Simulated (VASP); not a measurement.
Wanted: the native input for a VASP 6.6.1 run.

```yaml
Task: single point
Functional: revPBE
Potentials_or_basis: VASP PAW PBE potentials, release 64 (Ru_pv, Al)
Cutoff: 520 eV
k_mesh: 9 × 9 × 9
Occupations: fermi-dirac, width 0.05 eV
Spin: no spin polarisation
Dipole_correction: no
Further_INCAR_settings: ALGO = Normal; EDIFF = 1e-06; NBANDS = 16
```

The structure of AlRu lies in POSCAR:

```
AlRu
1.0
    3.0168879708      0.0000000000      0.0000000000
    0.0000000000      3.0168879708      0.0000000000
    0.0000000000      0.0000000000      3.0168879708
Ru Al
1 1
Direct
    0.5000000000      0.5000000000      0.5000000000
    0.0000000000      0.0000000000      0.0000000000
```

These files were run (other wordings do the same):

INCAR

```
SYSTEM = AlRu
PREC     = Accurate       ! precision mode
ENCUT    = 520            ! plane-wave cutoff, eV
EDIFF    = 1E-6           ! SCF threshold, eV
ISMEAR   = -1             ! smearing method
SIGMA    = 0.05           ! smearing width, eV
LREAL    = .False.        ! projectors in reciprocal space
LASPH    = .True.         ! aspherical terms in the spheres
NELM     = 60             ! most SCF steps
ALGO     = Normal         ! electronic algorithm
ISIF     = 2              ! what is computed and relaxed
LWAVE    = .False.        ! write WAVECAR
LCHARG   = .False.        ! write CHGCAR
GGA      = RE             ! functional
NBANDS   = 16             ! bands
```

KPOINTS

```
regular mesh
0
Gamma
  9 9 9
  0 0 0
```

Potentials or basis: VASP PAW PBE potentials, release 64 (Ru_pv, Al).

Launch:

```sh
$ cat potpaw_PBE.64/Ru_pv/POTCAR potpaw_PBE.64/Al/POTCAR > POTCAR
$ mpirun -np 1 vasp_std > vasp.out
```

Results of the run:

```json
{
 "Pressure": "-0.2 GPa"
}
```

Caveat: the PAW data sets were made with another functional, which shifts forces and pressure a little.

Wall time 10 s on 1 thread of Intel(R) Xeon(R) Platinum 8375C CPU @ 2.90GHz (Ice Lake) (shared host), peak memory 0.15 GiB.
